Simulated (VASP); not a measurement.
# Li6I2NCl (Fm-3m) in VASP: notebook

Aim: see how the results for Li6I2NCl move with the level of theory and the settings. Levels: PBEsol, LDA. Tasks: single point.

Everything below comes from runs of VASP 6.6.1. Logs are shortened: lines on timing, memory, paths and dates and some standing lists are left out, and cuts for length are marked.

## (1) The cell of the first run

Symmetry: Fm-3m, No. 225, cubic system. The conventional cell has a = 9.315 Å, b = 9.315 Å, c = 9.315 Å, α = 90.00°, β = 90.00°, γ = 90.00°. Cl (site symmetry m-3m) has 6 Li at 2.95 Å and 8 I at 4.03 Å within 4.1 Å. I (site symmetry -43m) has 12 Li at 3.35 Å and 4 Cl at 4.03 Å and 4 N at 4.03 Å within 4.4 Å. Within 2.3 Å of N (site symmetry m-3m) lie 6 Li at 1.71 Å. Within 2.3 Å of Li (site symmetry 4mm) lie 1 N at 1.71 Å.

## (2) Single point, PBEsol

The input, INCAR:

```
PREC = Accurate
ENCUT = 520
EDIFF = 1E-6
ISMEAR = -1
SIGMA = 0.1
LREAL = False
LASPH = True
NELM = 60
ALGO = Normal
ISIF = 2
LWAVE = False
LCHARG = False
GGA = PS
NBANDS = 33
```

The input, KPOINTS:

```
Automatic mesh
0
Gamma
  4 4 4
```

The input, POSCAR:

```
Li6I2NCl
1.0
    0.0000000000      4.6574680000      4.6574680000
    4.6574680000      0.0000000000      4.6574680000
    4.6574680000      4.6574680000      0.0000000000
Cl I N Li
1 2 1 6
Direct
    0.0000000000      0.0000000000      0.0000000000
    0.7500000000      0.7500000000      0.7500000000
    0.2500000000      0.2500000000      0.2500000000
    0.5000000000      0.5000000000      0.5000000000
    0.6834000000      0.3166000000      0.6834000000
    0.6834000000      0.3166000000      0.3166000000
    0.3166000000      0.6834000000      0.3166000000
    0.3166000000      0.6834000000      0.6834000000
    0.6834000000      0.6834000000      0.3166000000
    0.3166000000      0.3166000000      0.6834000000
```

Potentials or basis: VASP PAW PBE potentials, release 64 (Cl, I, N, Li_sv).

Run with:

```
> cat potpaw_PBE.64/Cl/POTCAR potpaw_PBE.64/I/POTCAR potpaw_PBE.64/N/POTCAR potpaw_PBE.64/Li_sv/POTCAR > POTCAR
> mpirun -np 1 vasp_std > vasp.out
```

OUTCAR:

```text
PREC = Accurate
   ENCUT = 520
   EDIFF = 1E-6
   ISMEAR = -1
   LREAL = False
   LASPH = True
   NELM = 60
   ISIF = 2
   GGA = PS

 ion  position               nearest neighbor table
   1  0.000  0.000  0.000-
   2  0.750  0.750  0.750-
   3  0.250  0.250  0.250-
   4  0.500  0.500  0.500-   5 1.71   6 1.71   7 1.71   8 1.71   9 1.71  10 1.71
   5  0.683  0.317  0.683-   4 1.71   6 2.42   8 2.42   9 2.42  10 2.42
   6  0.683  0.317  0.317-   4 1.71   5 2.42   7 2.42   9 2.42  10 2.42
   7  0.317  0.683  0.317-   4 1.71   6 2.42   8 2.42   9 2.42  10 2.42
   8  0.317  0.683  0.683-   4 1.71   5 2.42   7 2.42   9 2.42  10 2.42
   9  0.683  0.683  0.317-   4 1.71   5 2.42   6 2.42   7 2.42   8 2.42
  10  0.317  0.317  0.683-   4 1.71   5 2.42   6 2.42   7 2.42   8 2.42

  LATTYP: Found a face centered cubic cell.
 ALAT       =     9.3149360000

  Lattice vectors:

 A1 = (   0.0000000000,   4.6574680000,   4.6574680000)
 A2 = (   4.6574680000,   0.0000000000,   4.6574680000)
 A3 = (   4.6574680000,   4.6574680000,   0.0000000000)

Analysis of symmetry for initial positions (statically):
=====================================================================
 Subroutine PRICEL returns:
 Original cell was already a primitive cell.

 Routine SETGRP: Setting up the symmetry group for a
 face centered cubic supercell.

 Subroutine GETGRP returns: Found 48 space group operations
 (whereof 48 operations were pure point group operations)
 out of a pool of 48 trial point group operations.

The static configuration has the point symmetry O_h .

Analysis of symmetry for dynamics (positions and initial velocities):
=====================================================================
 Subroutine PRICEL returns:
 Original cell was already a primitive cell.

 Routine SETGRP: Setting up the symmetry group for a
 face centered cubic supercell.

 Subroutine GETGRP returns: Found 48 space group operations
 (whereof 48 operations were pure point group operations)
 out of a pool of 48 trial point group operations.

The dynamic configuration has the point symmetry O_h .

 Subroutine INISYM returns: Found 48 space group operations
 (whereof 48 operations are pure point group operations),
 and found     1 'primitive' translations

----------------------------------------------------------------------------------------

                                     Primitive cell

  volume of cell :     202.0597

  direct lattice vectors                    reciprocal lattice vectors
     0.000000000  4.657468000  4.657468000    -0.107354468  0.107354468  0.107354468
     4.657468000  0.000000000  4.657468000     0.107354468 -0.107354468  0.107354468
     4.657468000  4.657468000  0.000000000     0.107354468  0.107354468 -0.107354468

  length of vectors
     6.586654412  6.586654412  6.586654412     0.185943393  0.185943393  0.185943393

  position of ions in fractional coordinates (direct lattice)
     0.000000000  0.000000000  0.000000000
     0.750000000  0.750000000  0.750000000
     0.250000000  0.250000000  0.250000000
     0.500000000  0.500000000  0.500000000
     0.683400000  0.316600000  0.683400000
     0.683400000  0.316600000  0.316600000
     0.316600000  0.683400000  0.316600000
     0.316600000  0.683400000  0.683400000
     0.683400000  0.683400000  0.316600000
     0.316600000  0.316600000  0.683400000

  ion indices of the primitive-cell ions
   primitive index   ion index
                 1           1
                 2           2
                 3           3
                 4           4
                 5           5
                 6           6
                 7           7
                 8           8
                 9           9
                10          10

----------------------------------------------------------------------------------------

 KPOINTS: Automatic mesh

Automatic generation of k-mesh.
 Grid dimensions read from file:
 generate k-points for:    4    4    4

 Generating k-lattice:

  Cartesian coordinates                     Fractional coordinates (reciprocal lattice)
    -0.026838617  0.026838617  0.026838617     0.250000000  0.000000000  0.000000000
     0.026838617 -0.026838617  0.026838617     0.000000000  0.250000000  0.000000000
     0.026838617  0.026838617 -0.026838617     0.000000000  0.000000000  0.250000000

  Length of vectors
     0.046485848  0.046485848  0.046485848

  Shift w.r.t. Gamma in fractional coordinates (k-lattice)
     0.000000000  0.000000000  0.000000000

 Subroutine IBZKPT returns following result:
 ===========================================

 Found      8 irreducible k-points:

 Following reciprocal coordinates:
            Coordinates               Weight
  0.000000  0.000000  0.000000      1.000000
  0.250000  0.000000  0.000000      8.000000
  0.500000  0.000000  0.000000      4.000000
  0.250000  0.250000  0.000000      6.000000
  0.500000  0.250000  0.000000     24.000000
 -0.250000  0.250000  0.000000     12.000000
  0.500000  0.500000  0.000000      3.000000
 -0.250000  0.500000  0.250000      6.000000
   k-points           NKPTS =      8   k-points in BZ     NKDIM =      8   number of bands    NBANDS=     33
   number of dos      NEDOS =    301   number of ions     NIONS =     10
   total plane-waves  NPLWV = 125000
   dimension x,y,z NGX =    50 NGY =   50 NGZ =   50
   dimension x,y,z NGXF=   100 NGYF=  100 NGZF=  100
   ions per type =               1   2   1   6
   NGX,Y,Z   is equivalent  to a cutoff of  12.62, 12.62, 12.62 a.u.
   NGXF,Y,Z  is equivalent  to a cutoff of  25.24, 25.24, 25.24 a.u.
 SYSTEM =  unknown system
   PREC   = accura    normal or accurate (medium, high low for compatibility)
   ISTART =      0    job   : 0-new  1-cont  2-samecut
   ICHARG =      2    charge: 1-file 2-atom 10-const
   ISPIN  =      1    spin polarized calculation?
   LNONCOLLINEAR =      F non collinear calculations
   LSORBIT =      F    spin-orbit coupling
   LASPH  =      T    aspherical Exc in radial PAW
   ENCUT  =  520.0 eV  38.22 Ry    6.18 a.u.  12.25 12.25 12.25*2*pi/ulx,y,z
   NELM   =     60;   NELMIN=  2; NELMDL= -5     # of ELM steps
   EDIFF  = 0.1E-05   stopping-criterion for ELM
   LREAL  =      F    real-space projection
   EDIFFG = 0.1E-04   stopping-criterion for IOM
   NSW    =      0    number of steps for IOM
   IBRION =     -1    ionic relax: 0-MD 1-quasi-New 2-CG
   NFREE  =      0    steps in history (QN), initial steepest desc. (CG)
   ISIF   =      2    stress and relaxation
   ISYM   =      2    0-nonsym 1-usesym 2-fastsym
   POTIM  = 0.5000    time-step for ionic-motion
   TEBEG  =    0.0;   TEEND  =   0.0 temperature during run
   PSTRESS=    0.0 pullay stress
   NELECT =      44.0000    total number of electrons
   NUPDOWN=      -1.0000    fix difference up-down
   EMIN   =  10.00;   EMAX   =-10.00  energy-range for DOS
   EFERMI =   0.00;   METHOD = LEGACY
   ISMEAR =    -1;   SIGMA  =   0.10  broadening in eV -4-tet -1-fermi 0-gaus
   EFERMI_NEDOS =   21; number of points for ismear=-14 and -15
   IALGO  =     38    algorithm
   IMIX   =      4    mixing-type and parameters
     AMIX     =   0.40;   BMIX     =  1.00
     AMIX_MAG =   1.60;   BMIX_MAG =  1.00
  volume/ion in A,a.u.               =      20.21       136.36
  Fermi-wavevector in a.u.,A,eV,Ry     =   0.984916  1.861221 13.198460  0.970059
  Thomas-Fermi vector in A             =   2.116184
   LORBIT       =      0    0 simple, 1 ext, 2 COOP (PROOUT), +10 PAW based schemes
   GGA     = PS    functional components
   LHFCALC =     F    Hartree Fock is set to
   AEXX    =    0.0000 exact exchange contribution
   IVDW    =     0    specifies the selected vdW correction
   LEPSILON=     F    determine dielectric tensor
   LRPA    =     F    only Hartree local field effects (RPA)
 non-spin polarized calculation
  energy-cutoff  :      520.00
  volume of cell :      202.06
 maximum number of plane-waves:      5521
 NGX is ok and might be reduce to    50
   NGX = 25   NGY = 25   NGZ = 25

 number of electron      43.9999985 magnetization

 Free energy of the ion-electron system (eV)
  ---------------------------------------------------
  ext. energy  EPLUGINS =         0.00000000
  ---------------------------------------------------
  free energy    TOTEN  =       -34.33768248 eV

  energy without entropy =      -34.33768221  energy(sigma->0) =      -34.33768235

 E-fermi :   3.0118     XC(G=0):  -8.0768

 val. band max:        1.3047489213   @ k =   0.0000   0.0000   0.0000
 cond. band min:       4.2970278395   @ k =   0.0000   0.0000   0.0000
 fundamental gap:      2.9922789182
 Fermi energy:         3.0118087589

 k-point     1 :       0.0000    0.0000    0.0000
  band No.  band energies     occupation
      1     -42.2246      2.00000
      2     -42.1340      2.00000
      3     -42.1340      2.00000
      4     -42.1340      2.00000
      5     -42.0916      2.00000
      6     -42.0916      2.00000
[... 25 lines left out ...]
     32      10.3234      0.00000
     33      10.5224      0.00000

 k-point     2 :       0.2500    0.0000    0.0000
  band No.  band energies     occupation
      1     -42.2245      2.00000
      2     -42.1340      2.00000
      3     -42.1339      2.00000
      4     -42.1339      2.00000
      5     -42.0915      2.00000
      6     -42.0915      2.00000
[... 25 lines left out ...]
     32       8.9734      0.00000
     33       9.0642      0.00000
[... 178 lines left out ...]
     32       8.3290      0.00000
     33       9.5466      0.00000

 k-point     8 :      -0.2500    0.5000    0.2500
  band No.  band energies     occupation
      1     -42.2244      2.00000
      2     -42.1339      2.00000
      3     -42.1339      2.00000
      4     -42.1339      2.00000
      5     -42.0916      2.00000
      6     -42.0916      2.00000
[... 25 lines left out ...]
     32       8.1687      0.00000
     33       8.7211      0.00000

------------------------ aborting loop because EDIFF is reached ----------------------------------------

  FORCE on cell =-STRESS in cart. coord.  units (eV):
  Direction    XX          YY          ZZ          XY          YZ          ZX
  --------------------------------------------------------------------------------------
  -------------------------------------------------------------------------------------
  Total        3.9881580      3.9881580      3.9881580      0.0000000      0.0000000      0.0000000
  in kB       31.6230168     31.6230168     31.6230168      0.0000000      0.0000000      0.0000000
  external PRESSURE =      31.6230168 kB  Pullay stress =       0.0000000 kB

 VOLUME and BASIS-vectors are now :
 -----------------------------------------------------------------------------
  energy-cutoff  :      520.00
  volume of cell :      202.06
      direct lattice vectors                 reciprocal lattice vectors
     0.000000000  4.657468000  4.657468000    -0.107354468  0.107354468  0.107354468
     4.657468000  0.000000000  4.657468000     0.107354468 -0.107354468  0.107354468
     4.657468000  4.657468000  0.000000000     0.107354468  0.107354468 -0.107354468

 POSITION                                       TOTAL-FORCE (eV/Angst)
 -----------------------------------------------------------------------------------
      0.00000      0.00000      0.00000         0.000000      0.000000      0.000000
      6.98620      6.98620      6.98620         0.000000      0.000000      0.000000
      2.32873      2.32873      2.32873        -0.000000      0.000000      0.000000
      4.65747      4.65747      4.65747         0.000000      0.000000      0.000000
      4.65747      6.36583      4.65747         0.000000      2.719534      0.000000
      2.94911      4.65747      4.65747        -2.719534      0.000000      0.000000
      4.65747      2.94911      4.65747         0.000000     -2.719534      0.000000
      6.36583      4.65747      4.65747         2.719534      0.000000      0.000000
      4.65747      4.65747      6.36583         0.000000      0.000000      2.719534
      4.65747      4.65747      2.94911         0.000000      0.000000     -2.719534
 -----------------------------------------------------------------------------------
    total drift:                                0.000000      0.000000      0.000000

  FREE ENERGIE OF THE ION-ELECTRON SYSTEM (eV)
  ---------------------------------------------------
  free  energy   TOTEN  =       -34.3376824827 eV

  energy  without entropy=      -34.3376822119  energy(sigma->0) =      -34.33768235
```

It took 2 min on 1 thread of Intel Xeon 8259CL, shared host; peak memory 0.37 GiB.

Results:

```yaml
Free_energy: -34.3377 eV
Largest_force: 2.720 eV/Å
Band_gap_on_the_k_mesh: 2.99 eV
```

Forces in eV/Å, atoms in the order of the input:
```
Cl   0.000  0.000  0.000
I    0.000  0.000  0.000
I    0.000  0.000  0.000
N    0.000  0.000  0.000
Li   0.000  2.720  0.000
Li  -2.720  0.000  0.000
Li   0.000 -2.720  0.000
Li   2.720  0.000  0.000
Li   0.000  0.000  2.720
Li   0.000  0.000 -2.720
```

Levels at points of the mesh, in eV from the valence-band top:
```csv
k point,band 20,band 21,band 22,band 23,band 24,band 25
"(0.00, 0.00, 0.00)",0.00,0.00,0.00,2.99,4.63,4.63
"(0.50, 0.00, 0.00)",-0.30,-0.10,-0.10,4.78,4.97,5.47
"(0.50, 0.50, 0.00)",-0.50,-0.02,-0.02,3.73,4.28,4.69
```

Caveat: the cutoff is under 1.25 times the usual one of these potentials, so pressure, stress and relaxed cells hold a basis-set (Pulay) error; the PAW data sets were made with another functional, which shifts forces and pressure a little; spin-orbit coupling is left out, which moves the levels of the heavy elements.

## (3) Single point, PBEsol

The input, INCAR:

```
SYSTEM = Li6I2NCl
PREC = Accurate
ENCUT = 520
EDIFF = 1E-6
ISMEAR = -1
SIGMA = 0.1
LREAL = .False.
LASPH = .True.
NELM = 100
ALGO = Normal
ISIF = 2
LWAVE = .False.
LCHARG = .True.
GGA = PS
LELF = .True.
LVHAR = .True.
NBANDS = 33
```

The input, KPOINTS:

```
Automatic mesh
0
Gamma
  4 4 4
  0 0 0
```

POSCAR is that of step 2.

Potentials or basis: VASP PAW PBE potentials, release 64 (Cl, I, N, Li_sv).

Run with:

```
> cat potpaw_PBE.64/Cl/POTCAR potpaw_PBE.64/I/POTCAR potpaw_PBE.64/N/POTCAR potpaw_PBE.64/Li_sv/POTCAR > POTCAR
> mpirun -np 1 vasp_std > vasp.out
```

Run time: 2.6 min. Hardware: 1 thread of Intel Xeon 8259CL, shared host; peak memory 0.37 GiB.

Results (log left out):

| Property | Result |
| --- | --- |
| Free energy | -34.3377 eV |
| Largest force | 2.720 eV/Å |
| Band gap on the k mesh | 2.99 eV |

Forces in eV/Å, atoms in the order of the input:
```
Cl   0.000  0.000  0.000
I    0.000  0.000  0.000
I    0.000  0.000  0.000
N    0.000  0.000  0.000
Li   0.000  2.720  0.000
Li  -2.720  0.000  0.000
Li   0.000 -2.720  0.000
Li   2.720  0.000  0.000
Li   0.000  0.000  2.720
Li   0.000  0.000 -2.720
```

Levels at points of the mesh, in eV from the valence-band top:
```tsv
k point	band 18	band 19	band 20	band 21	band 22	band 23	band 24	band 25	band 26	band 27
(0.00, 0.00, 0.00)	-1.39	-1.39	0.00	0.00	0.00	2.99	4.63	4.63	5.60	5.60
(0.50, 0.00, 0.00)	-1.19	-1.18	-0.30	-0.10	-0.10	4.78	4.97	5.47	5.66	5.66
(0.50, 0.50, 0.00)	-1.20	-0.98	-0.50	-0.02	-0.02	3.73	4.28	4.69	5.16	5.37
```

Caveat: the cutoff is under 1.25 times the usual one of these potentials, so pressure, stress and relaxed cells hold a basis-set (Pulay) error; the PAW data sets were made with another functional, which shifts forces and pressure a little; spin-orbit coupling is left out, which moves the levels of the heavy elements.

## (4) Single point, LDA

The input, INCAR:

```
SYSTEM = Li6I2NCl
PREC = Accurate
ENCUT = 520
EDIFF = 1E-6
ISMEAR = 0
SIGMA = 0.001
LREAL = .FALSE.
LASPH = .TRUE.
NELM = 60
ALGO = Normal
ISIF = 2
LWAVE = .FALSE.
LCHARG = .FALSE.
NBANDS = 33
```

The input, KPOINTS:

```
regular mesh
0
G
  4 4 4
  0 0 0
```

POSCAR is that of step 3.

Potentials or basis: VASP PAW LDA potentials, release 64 (Cl, I, N, Li_sv).

Run with:

```
> cat potpaw_LDA.64/Cl/POTCAR potpaw_LDA.64/I/POTCAR potpaw_LDA.64/N/POTCAR potpaw_LDA.64/Li_sv/POTCAR > POTCAR
> mpirun -np 1 vasp_std > vasp.out
```

Run time: 2.2 min. Hardware: 1 thread of Intel Xeon 8259CL, shared host; peak memory 0.31 GiB.

Results (log left out):

| Property | Result |
| --- | --- |
| Free energy | -36.6706 eV |
| Largest force | 2.474 eV/Å |
| Band gap on the k mesh | 2.95 eV |

Forces on the atoms (eV/Å):
```
Cl   0.000  0.000  0.000
I    0.000  0.000  0.000
I    0.000  0.000  0.000
N    0.000  0.000  0.000
Li   0.000  2.474  0.000
Li  -2.474  0.000  0.000
Li   0.000 -2.474  0.000
Li   2.474  0.000  0.000
Li   0.000  0.000  2.474
Li   0.000  0.000 -2.474
```

Levels at points of the mesh, in eV from the valence-band top:
| k point | band 20 | band 21 | band 22 | band 23 | band 24 | band 25 |
| --- | --- | --- | --- | --- | --- | --- |
| (0.00, 0.00, 0.00) | 0.00 | 0.00 | 0.00 | 2.95 | 4.62 | 4.62 |
| (0.50, 0.00, 0.00) | -0.32 | -0.11 | -0.11 | 4.71 | 4.91 | 5.46 |
| (0.50, 0.50, 0.00) | -0.52 | -0.03 | -0.03 | 3.68 | 4.25 | 4.65 |

Caveat: the cutoff is under 1.25 times the usual one of these potentials, so pressure, stress and relaxed cells hold a basis-set (Pulay) error; spin-orbit coupling is left out, which moves the levels of the heavy elements; forces of over 1 eV/Å act on the atoms, so gaps and moduli don't describe the material at rest.

## (5) Single point, PBEsol

The input, INCAR:

```
SYSTEM = Li6I2NCl
PREC     = Accurate       ! precision mode
ENCUT    = 520            ! plane-wave cutoff, eV
EDIFF    = 1E-6           ! SCF threshold, eV
ISMEAR   = -1             ! smearing method
SIGMA    = 0.1            ! smearing width, eV
LREAL    = .FALSE.        ! projectors in reciprocal space
LASPH    = .TRUE.         ! aspherical terms in the spheres
NELM     = 60             ! most SCF steps
ALGO     = Normal         ! electronic algorithm
ISIF     = 2              ! what is computed and relaxed
LWAVE    = .FALSE.        ! write WAVECAR
LCHARG   = .FALSE.        ! write CHGCAR
GGA      = PS             ! functional
ISYM     = 0            
NBANDS   = 33             ! bands
```

The input, KPOINTS:

```
Automatic mesh
0
G
  4 4 4
  0 0 0
```

POSCAR is that of step 4.

Potentials or basis: VASP PAW PBE potentials, release 64 (Cl, I, N, Li_sv).

Run with:

```
> cat potpaw_PBE.64/Cl/POTCAR potpaw_PBE.64/I/POTCAR potpaw_PBE.64/N/POTCAR potpaw_PBE.64/Li_sv/POTCAR > POTCAR
> mpirun -np 1 vasp_std > vasp.out
```

It took 7.4 min on 1 thread of Intel Xeon 8259CL, shared host; peak memory 0.49 GiB.

Results (log left out):

```yaml
Free_energy: -34.3377 eV
Largest_force: 2.720 eV/Å
Band_gap_on_the_k_mesh: 2.99 eV
```

Forces in eV/Å, atoms in the order of the input:
```
Cl   0.000  0.000  0.000
I    0.000  0.000  0.000
I    0.000  0.000  0.000
N    0.000  0.000  0.000
Li   0.000  2.720  0.000
Li  -2.720  0.000  0.000
Li   0.000 -2.720  0.000
Li   2.720  0.000  0.000
Li   0.000  0.000  2.720
Li   0.000  0.000 -2.720
```

Levels at points of the mesh, in eV from the valence-band top:
```tsv
k point	band 19	band 20	band 21	band 22	band 23	band 24	band 25	band 26
(0.00, 0.00, 0.00)	-1.39	0.00	0.00	0.00	2.99	4.63	4.63	5.60
(0.50, 0.00, 0.00)	-1.18	-0.30	-0.10	-0.10	4.78	4.97	5.47	5.66
(0.00, 0.50, 0.00)	-1.18	-0.30	-0.10	-0.10	4.78	4.97	5.47	5.66
(0.00, 0.00, 0.50)	-1.18	-0.30	-0.10	-0.10	4.78	4.97	5.47	5.66
(0.50, 0.50, 0.50)	-1.18	-0.30	-0.10	-0.10	4.78	4.97	5.47	5.66
(0.50, 0.50, 0.00)	-0.98	-0.50	-0.02	-0.02	3.73	4.28	4.69	5.16
(0.00, 0.50, 0.50)	-0.98	-0.50	-0.02	-0.02	3.73	4.28	4.69	5.16
(0.50, 0.00, 0.50)	-0.98	-0.50	-0.02	-0.02	3.73	4.28	4.69	5.16
```

Caveat: the cutoff is under 1.25 times the usual one of these potentials, so pressure, stress and relaxed cells hold a basis-set (Pulay) error; the PAW data sets were made with another functional, which shifts forces and pressure a little; spin-orbit coupling is left out, which moves the levels of the heavy elements.
